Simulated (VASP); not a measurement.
Zr3N2, 10 atoms in the cell. It takes space group R-3c (No. 167, trigonal). The conventional cell has a = 5.542 Å, b = 5.542 Å, c = 15.424 Å, α = 90.00°, β = 90.00°, γ = 120.00°. Within 2.9 Å of Zr (site symmetry 2) lie 4 N at 2.22 to 2.26 Å. Within 2.9 Å of N (site symmetry 3) lie 6 Zr at 2.22 to 2.26 Å and 1 N at 2.73 Å. 

```yaml
Program: VASP 6.6.1
Task: single point
Functional: PBEsol
Potentials_or_basis: VASP PAW PBE potentials, release 64 (Zr_sv, N)
Cutoff: 520 eV
k_mesh: 12 × 12 × 12
Occupations: gaussian, width 0.1 eV
Spin: no spin polarisation
Dipole_correction: no
Further_INCAR_settings: ALGO = Fast; EDIFF = 1e-06; NBANDS = 57
```

Potentials or basis: VASP PAW PBE potentials, release 64 (Zr_sv, N).

Run with:

```console
$ cat potpaw_PBE.64/Zr_sv/POTCAR potpaw_PBE.64/N/POTCAR > POTCAR
$ mpirun -np 1 vasp_std > vasp.out
```

Hardware: 1 thread of Oxide Virtual Turin-like Processor, with other jobs on the host.

**Question.** How long does it take, and how much memory?

**Answer.** Wall time 2.1 h on 1 thread of Oxide Virtual Turin-like Processor (shared host), peak memory 1 GiB. Counts: scf iterations 23, k points 189.
